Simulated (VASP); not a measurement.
# Al (P6_3/mmc) in VASP: further runs

Runs on Al. Level: PBE+D3(BJ). Tasks: single point.

Program: VASP 6.6.1. These are calculated values, not measurements. Logs are shortened: lines on timing, memory, paths and dates and some standing lists are left out, and cuts for length are marked.

## Step 1: The cell of the first run

The structure is hexagonal, space group P6_3/mmc (No. 194). The conventional cell has a = 2.726 Å, b = 2.726 Å, c = 9.697 Å, α = 90.00°, β = 90.00°, γ = 120.00°. Within 3.6 Å of Al (site symmetry -3m) lie 12 Al at 2.73 to 2.89 Å. Al (site symmetry -6m2) has 12 Al at 2.73 to 2.89 Å within 3.6 Å.

This isn't the form of Al at room conditions, which is fcc.

## Step 2: Single point, PBE+D3(BJ) (15.60 Å³/atom)

INCAR reads:

```
PREC = Accurate ; ENCUT = 520
EDIFF = 1E-6 ; ISMEAR = 0
SIGMA = 0.15 ; LREAL = F
LASPH = T ; NELM = 80
ALGO = Fast ; ISIF = 2
LWAVE = F ; LCHARG = F
GGA = PE ; IVDW = 12
NBANDS = 14
```

KPOINTS reads:

```
Automatic mesh
0
Gamma
  18 18 6
```

POSCAR reads:

```
Al
1.0
    2.7258239662      0.0000000000      0.0000000000
   -1.3629119831      2.3606328010      0.0000000000
    0.0000000000      0.0000000000      9.6968461775
Al
4
Direct
    0.0000000000      0.0000000000      0.0000000000
    0.3333333333      0.6666666667      0.2500000000
    0.0000000000      0.0000000000      0.5000000000
    0.6666666667      0.3333333333      0.7500000000
```

Potentials or basis: VASP PAW PBE potentials, release 64 (Al).

Launch:

```console
$ cat potpaw_PBE.64/Al/POTCAR > POTCAR
$ mpirun -np 1 vasp_std > vasp.out
```

OUTCAR:

```text
PREC = Accurate
   ENCUT = 520
   EDIFF = 1E-6
   ISMEAR = 0
   LREAL = F
   LASPH = T
   NELM = 80
   ISIF = 2
   GGA = PE
   IVDW = 12
 IVDW          = 12

 ion  position               nearest neighbor table
   1  0.000  0.000  0.000-   2 2.89   4 2.89   4 2.89   2 2.89   4 2.89   2 2.89
   2  0.333  0.667  0.250-   1 2.89   3 2.89   1 2.89   3 2.89   1 2.89   3 2.89
   3  0.000  0.000  0.500-   2 2.89   4 2.89   4 2.89   2 2.89   4 2.89   2 2.89
   4  0.667  0.333  0.750-   1 2.89   3 2.89   1 2.89   3 2.89   1 2.89   3 2.89

  LATTYP: Found a hexagonal cell.
 ALAT       =     2.7258239662
 C/A-ratio  =     3.5574000001

  Lattice vectors:

 A1 = (   2.7258239662,   0.0000000000,   0.0000000000)
 A2 = (  -1.3629119831,   2.3606328010,   0.0000000000)
 A3 = (   0.0000000000,   0.0000000000,   9.6968461775)

Analysis of symmetry for initial positions (statically):
=====================================================================
 Subroutine PRICEL returns:
 Original cell was already a primitive cell.

 Routine SETGRP: Setting up the symmetry group for a
 hexagonal supercell.

 Subroutine GETGRP returns: Found 24 space group operations
 (whereof 12 operations were pure point group operations)
 out of a pool of 24 trial point group operations.

The static configuration has the point symmetry D_3d.
 The point group associated with its full space group is D_6h.

Analysis of symmetry for dynamics (positions and initial velocities):
=====================================================================
 Subroutine PRICEL returns:
 Original cell was already a primitive cell.

 Routine SETGRP: Setting up the symmetry group for a
 hexagonal supercell.

 Subroutine GETGRP returns: Found 24 space group operations
 (whereof 12 operations were pure point group operations)
 out of a pool of 24 trial point group operations.

The dynamic configuration has the point symmetry D_3d.
 The point group associated with its full space group is D_6h.

 Subroutine INISYM returns: Found 24 space group operations
 (whereof 12 operations are pure point group operations),
 and found     1 'primitive' translations

----------------------------------------------------------------------------------------

                                     Primitive cell

  volume of cell :      62.3960

  direct lattice vectors                    reciprocal lattice vectors
     2.725823966  0.000000000  0.000000000     0.366861548  0.211807614  0.000000000
    -1.362911983  2.360632801  0.000000000     0.000000000  0.423615227  0.000000000
     0.000000000  0.000000000  9.696846177     0.000000000  0.000000000  0.103126314

  length of vectors
     2.725823966  2.725823966  9.696846177     0.423615227  0.423615227  0.103126314

  position of ions in fractional coordinates (direct lattice)
     0.000000000  0.000000000  0.000000000
     0.333333333  0.666666667  0.250000000
     0.000000000  0.000000000  0.500000000
     0.666666667  0.333333333  0.750000000

  ion indices of the primitive-cell ions
   primitive index   ion index
                 1           1
                 2           2
                 3           3
                 4           4

----------------------------------------------------------------------------------------

 KPOINTS: Automatic mesh

Automatic generation of k-mesh.
 Grid dimensions read from file:
 generate k-points for:   18   18    6

 Generating k-lattice:

  Cartesian coordinates                     Fractional coordinates (reciprocal lattice)
     0.020381197  0.011767090  0.000000000     0.055555556  0.000000000  0.000000000
     0.000000000  0.023534179  0.000000000     0.000000000  0.055555556  0.000000000
     0.000000000  0.000000000  0.017187719     0.000000000  0.000000000  0.166666667

  Length of vectors
     0.023534179  0.023534179  0.017187719

  Shift w.r.t. Gamma in fractional coordinates (k-lattice)
     0.000000000  0.000000000  0.000000000

 Subroutine IBZKPT returns following result:
 ===========================================

 Found    148 irreducible k-points:

 Following reciprocal coordinates:
            Coordinates               Weight
  0.000000  0.000000  0.000000      1.000000
  0.055556  0.000000  0.000000      6.000000
  0.111111  0.000000  0.000000      6.000000
  0.166667  0.000000  0.000000      6.000000
  0.222222 -0.000000  0.000000      6.000000
  0.277778  0.000000  0.000000      6.000000
[... 16 lines left out ...]
  0.333333  0.111111  0.000000     12.000000
  0.388889  0.111111  0.000000     12.000000
 [... further k-points ...]
   k-points           NKPTS =    148   k-points in BZ     NKDIM =    148   number of bands    NBANDS=     14
   number of dos      NEDOS =    301   number of ions     NIONS =      4
   total plane-waves  NPLWV =  28800
   dimension x,y,z NGX =    20 NGY =   20 NGZ =   72
   dimension x,y,z NGXF=    40 NGYF=   40 NGZF=  144
   ions per type =               4
   NGX,Y,Z   is equivalent  to a cutoff of  12.20, 12.20, 12.34 a.u.
   NGXF,Y,Z  is equivalent  to a cutoff of  24.40, 24.40, 24.69 a.u.
 SYSTEM =  unknown system
   PREC   = accura    normal or accurate (medium, high low for compatibility)
   ISTART =      0    job   : 0-new  1-cont  2-samecut
   ICHARG =      2    charge: 1-file 2-atom 10-const
   ISPIN  =      1    spin polarized calculation?
   LNONCOLLINEAR =      F non collinear calculations
   LSORBIT =      F    spin-orbit coupling
   LASPH  =      T    aspherical Exc in radial PAW
   ENCUT  =  520.0 eV  38.22 Ry    6.18 a.u.   5.07  5.07 18.03*2*pi/ulx,y,z
   NELM   =     80;   NELMIN=  2; NELMDL= -5     # of ELM steps
   EDIFF  = 0.1E-05   stopping-criterion for ELM
   LREAL  =      F    real-space projection
   EDIFFG = 0.1E-04   stopping-criterion for IOM
   NSW    =      0    number of steps for IOM
   IBRION =     -1    ionic relax: 0-MD 1-quasi-New 2-CG
   NFREE  =      0    steps in history (QN), initial steepest desc. (CG)
   ISIF   =      2    stress and relaxation
   ISYM   =      2    0-nonsym 1-usesym 2-fastsym
   POTIM  = 0.5000    time-step for ionic-motion
   TEBEG  =    0.0;   TEEND  =   0.0 temperature during run
   PSTRESS=    0.0 pullay stress
   NELECT =      12.0000    total number of electrons
   NUPDOWN=      -1.0000    fix difference up-down
   EMIN   =  10.00;   EMAX   =-10.00  energy-range for DOS
   EFERMI =   0.00;   METHOD = LEGACY
   ISMEAR =     0;   SIGMA  =   0.15  broadening in eV -4-tet -1-fermi 0-gaus
   EFERMI_NEDOS =   21; number of points for ismear=-14 and -15
   IALGO  =     68    algorithm
   IMIX   =      4    mixing-type and parameters
     AMIX     =   0.40;   BMIX     =  1.00
     AMIX_MAG =   1.60;   BMIX_MAG =  1.00
  volume/ion in A,a.u.               =      15.60       105.27
  Fermi-wavevector in a.u.,A,eV,Ry     =   0.944966  1.785727 12.149477  0.892961
  Thomas-Fermi vector in A             =   2.072822
   LORBIT       =      0    0 simple, 1 ext, 2 COOP (PROOUT), +10 PAW based schemes
   GGA     = PE    functional components
   LHFCALC =     F    Hartree Fock is set to
   AEXX    =    0.0000 exact exchange contribution
   IVDW    =    12    specifies the selected vdW correction
   LEPSILON=     F    determine dielectric tensor
   LRPA    =     F    only Hartree local field effects (RPA)
 non-spin polarized calculation
 RMM-DIIS sequential band-by-band and
 Gauss-broadening in eV      SIGMA  =   0.15
  energy-cutoff  :      520.00
  volume of cell :       62.40
 maximum number of plane-waves:      1698
   NGX = 11   NGY = 11   NGZ = 37

 number of electron      12.0000000 magnetization

 Free energy of the ion-electron system (eV)
  ---------------------------------------------------
  ext. energy  EPLUGINS =         0.00000000
  ---------------------------------------------------
  free energy    TOTEN  =       -14.80235249 eV

  energy without entropy =      -14.78447445  energy(sigma->0) =      -14.79341347

 E-fermi :   8.5603     XC(G=0): -10.3978

 val. band max:        8.5419242372   @ k =   0.2778   0.1667   0.3333
 cond. band min:       8.5608901123   @ k =   0.3333   0.1111   0.1667
 fundamental gap:      0.0189658751
 Fermi energy:         8.5603498480

 k-point     1 :       0.0000    0.0000    0.0000
  band No.  band energies     occupation
      1      -2.9365      2.00000
      2      -1.3746      2.00000
      3      -1.3725      2.00000
      4       3.0881      2.00000
      5       3.3521      2.00000
      6      10.5874      0.00000
      7      10.5931      0.00000
      8      19.5687      0.00000
      9      20.8017      0.00000
     10      21.0325      0.00000
     11      21.0325      0.00000
     12      21.0687      0.00000
     13      21.0687      0.00000
     14      21.8661      0.00000

 k-point     2 :       0.0556    0.0000    0.0000
  band No.  band energies     occupation
      1      -2.8546      2.00000
      2      -1.2936      2.00000
      3      -1.2914      2.00000
      4       3.1681      2.00000
      5       3.4284      2.00000
      6      10.6581      0.00000
      7      10.6645      0.00000
      8      19.0768      0.00000
      9      19.5999      0.00000
     10      19.9084      0.00000
     11      20.4063      0.00000
     12      20.5204      0.00000
     13      20.8855      0.00000
     14      21.1333      0.00000
[... 343 lines left out ...]
      1       1.2541      2.00000
      2       2.7616      2.00000
      3       2.7622      2.00000
      4       6.4111      2.00000
      5       7.2789      2.00000
      6       7.5303      2.00000
      7       8.4351      1.76219
      8       8.5894      0.78450
      9      11.8772      0.00000
     10      12.8357      0.00000
     11      13.1023      0.00000
     12      13.4966      0.00000
     13      14.0628      0.00000
     14      15.1013      0.00000

 k-point    24 :       0.3889    0.1111    0.0000
  band No.  band energies     occupation
      1       2.4342      2.00000
      2       3.9017      2.00000
      3       3.9083      2.00000
      4       5.1930      2.00000
      5       6.7292      2.00000
      6       6.7811      2.00000
      7       8.5160      1.32421
      8       8.5264      1.25125
      9      10.8318      0.00000
     10      11.2652      0.00000
     11      12.6567      0.00000
     12      13.5030      0.00000
     13      13.9001      0.00000
     14      15.8534      0.00000

 [... further k-points ...]

------------------------ aborting loop because EDIFF is reached ----------------------------------------

 Edisp (eV)   -1.42696

 E8    (eV) :    -0.6389

  FORCE on cell =-STRESS in cart. coord.  units (eV):
  Direction    XX          YY          ZZ          XY          YZ          ZX
  --------------------------------------------------------------------------------------
  -------------------------------------------------------------------------------------
  Total       1.89467     1.89467    -1.03435     0.00000     0.00000    -0.00000
  in kB      48.65054    48.65054   -26.55956     0.00000     0.00000    -0.00000
  external pressure =       23.58 kB  Pullay stress =        0.00 kB

 VOLUME and BASIS-vectors are now :
 -----------------------------------------------------------------------------
  energy-cutoff  :      520.00
  volume of cell :       62.40
      direct lattice vectors                 reciprocal lattice vectors
     2.725823966  0.000000000  0.000000000     0.366861548  0.211807614  0.000000000
    -1.362911983  2.360632801  0.000000000     0.000000000  0.423615227  0.000000000
     0.000000000  0.000000000  9.696846177     0.000000000  0.000000000  0.103126314

 POSITION                                       TOTAL-FORCE (eV/Angst)
 -----------------------------------------------------------------------------------
      0.00000      0.00000      0.00000         0.000000      0.000000     -0.000000
     -0.00000      1.57376      2.42421        -0.000000      0.000000      0.000000
      0.00000      0.00000      4.84842         0.000000      0.000000     -0.000000
      1.36291      0.78688      7.27263         0.000000     -0.000000      0.000000
 -----------------------------------------------------------------------------------
    total drift:                               -0.000000      0.000000     -0.000000

  FREE ENERGIE OF THE ION-ELECTRON SYSTEM (eV)
  ---------------------------------------------------
  free  energy   TOTEN  =       -16.2293091610 eV

  energy  without entropy=      -16.2114311242  energy(sigma->0) =      -16.22037014
```

Run time: 48 s. Hardware: 1 thread of AMD EPYC 9R45 (Zen 5), shared host; peak memory 0.2 GiB.

What came out:

| Quantity | Value |
| --- | --- |
| Free energy | -16.2293 eV |
| Pressure | 2.4 GPa |
| Band gap on the k mesh | zero (bands 6 and 7 overlap by 4.37 eV) |
| Dispersion energy per atom | -0.357 eV |

## Step 3: Single point, PBE+D3(BJ) (15.60 Å³/atom)

INCAR reads:

```
ALGO = Fast
EDIFF = 1E-6
ENCUT = 520
GGA = PE
ISIF = 2
ISMEAR = 0
IVDW = 12
LASPH = True
LCHARG = False
LREAL = False
LWAVE = False
NBANDS = 14
NELM = 60
PREC = Accurate
SIGMA = 0.15
```

KPOINTS reads:

```
k-points
0
Gamma
  18 18 6
```

POSCAR reads:

```
Al
1.0
    2.7551257664      0.0000000000      0.0000000000
   -1.3775628832      2.3860089043      0.0000000000
    0.0000000000      0.0000000000      9.4916837777
Al
4
Direct
    0.0000000000      0.0000000000      0.0000000000
    0.3333333333      0.6666666667      0.2500000000
    0.0000000000      0.0000000000      0.5000000000
    0.6666666667      0.3333333333      0.7500000000
```

Potentials or basis: VASP PAW PBE potentials, release 64 (Al).

Launch:

```console
$ cat potpaw_PBE.64/Al/POTCAR > POTCAR
$ mpirun -np 1 vasp_std > vasp.out
```

OUTCAR:

```text
EDIFF = 1E-6
   ENCUT = 520
   GGA = PE
   ISIF = 2
   ISMEAR = 0
   IVDW = 12
   LASPH = True
   LREAL = False
   NELM = 60
   PREC = Accurate
 IVDW          = 12

 ion  position               nearest neighbor table
   1  0.000  0.000  0.000-   2 2.86   4 2.86   2 2.86   4 2.86   4 2.86   2 2.86
   2  0.333  0.667  0.250-   1 2.86   3 2.86   1 2.86   3 2.86   1 2.86   3 2.86
   3  0.000  0.000  0.500-   2 2.86   4 2.86   2 2.86   4 2.86   4 2.86   2 2.86
   4  0.667  0.333  0.750-   1 2.86   3 2.86   1 2.86   3 2.86   1 2.86   3 2.86

  LATTYP: Found a hexagonal cell.
 ALAT       =     2.7551257664
 C/A-ratio  =     3.4451000000

  Lattice vectors:

 A1 = (   2.7551257664,   0.0000000000,   0.0000000000)
 A2 = (  -1.3775628832,   2.3860089043,   0.0000000000)
 A3 = (   0.0000000000,   0.0000000000,   9.4916837777)

Analysis of symmetry for initial positions (statically):
=====================================================================
 Subroutine PRICEL returns:
 Original cell was already a primitive cell.

 Routine SETGRP: Setting up the symmetry group for a
 hexagonal supercell.

 Subroutine GETGRP returns: Found 24 space group operations
[... 191 lines left out ...]
     11      20.5897      0.00000
     12      20.5897      0.00000
     13      21.4575      0.00000
     14      21.5022      0.00000
[... 377 lines left out ...]
      1       2.3302      2.00000
      2       3.8686      2.00000
      3       3.8730      2.00000
      4       5.0440      2.00000
      5       6.6563      2.00000
      6       6.6741      2.00000
      7       8.5426      1.29839
      8       8.7553      0.10489
      9      10.9388      0.00000
     10      11.2229      0.00000
     11      12.4854      0.00000
     12      13.3373      0.00000
     13      13.6887      0.00000
     14      16.2338      0.00000

 [... further k-points ...]

------------------------ aborting loop because EDIFF is reached ----------------------------------------

 Edisp (eV)   -1.42646

 E8    (eV) :    -0.6385

  FORCE on cell =-STRESS in cart. coord.  units (eV):
  Direction    XX          YY          ZZ          XY          YZ          ZX
  --------------------------------------------------------------------------------------
  -------------------------------------------------------------------------------------
  Total       1.23865     1.23865    -0.43972     0.00000     0.00000     0.00000
  in kB      31.80560    31.80560   -11.29104     0.00000     0.00000     0.00000
  external pressure =       17.44 kB  Pullay stress =        0.00 kB

 VOLUME and BASIS-vectors are now :
 -----------------------------------------------------------------------------
  energy-cutoff  :      520.00
  volume of cell :       62.40
      direct lattice vectors                 reciprocal lattice vectors
     2.755125766  0.000000000  0.000000000     0.362959837  0.209554960  0.000000000
    -1.377562883  2.386008904  0.000000000     0.000000000  0.419109920  0.000000000
     0.000000000  0.000000000  9.491683778     0.000000000  0.000000000  0.105355385

 POSITION                                       TOTAL-FORCE (eV/Angst)
 -----------------------------------------------------------------------------------
      0.00000      0.00000      0.00000        -0.000000     -0.000000     -0.000000
     -0.00000      1.59067      2.37292         0.000000     -0.000000     -0.000000
      0.00000      0.00000      4.74584        -0.000000     -0.000000     -0.000000
      1.37756      0.79534      7.11876        -0.000000      0.000000      0.000000
 -----------------------------------------------------------------------------------
    total drift:                               -0.000000      0.000000     -0.000000

  FREE ENERGIE OF THE ION-ELECTRON SYSTEM (eV)
  ---------------------------------------------------
  free  energy   TOTEN  =       -16.2779776663 eV

  energy  without entropy=      -16.2590747546  energy(sigma->0) =      -16.26852621
```

Wall time 47 s (1 thread of AMD EPYC 9R45 (Zen 5), shared host); peak memory 0.2 GiB.

Results:

| Property | Result |
| --- | --- |
| Free energy | -16.2780 eV |
| Pressure | 1.7 GPa |
| Band gap on the k mesh | zero (bands 6 and 7 overlap by 4.71 eV) |
| Dispersion energy per atom | -0.357 eV |

Stress tensor (GPa, compression positive):
```
 3.18  0.00  0.00
 0.00  3.18  0.00
 0.00  0.00 -1.13
```

Levels at points of the mesh, in eV from the Fermi level:
| k point | band 3 | band 4 | band 5 | band 6 | band 7 | band 8 | band 9 | band 10 |
| --- | --- | --- | --- | --- | --- | --- | --- | --- |
| (0.00, 0.00, 0.00) | -9.88 | -5.11 | -5.08 | 2.57 | 2.58 | 11.66 | 11.98 | 11.98 |
| (0.50, 0.00, 0.00) | -3.97 | -3.96 | -3.22 | -3.22 | 0.80 | 0.98 | 1.20 | 1.39 |
| (0.00, 0.00, 0.50) | -7.87 | -7.87 | -1.60 | -1.60 | 7.32 | 7.32 | 12.24 | 12.24 |
| (0.50, 0.00, 0.50) | -4.75 | -4.75 | -1.92 | -1.92 | -1.24 | -1.24 | 4.26 | 4.26 |
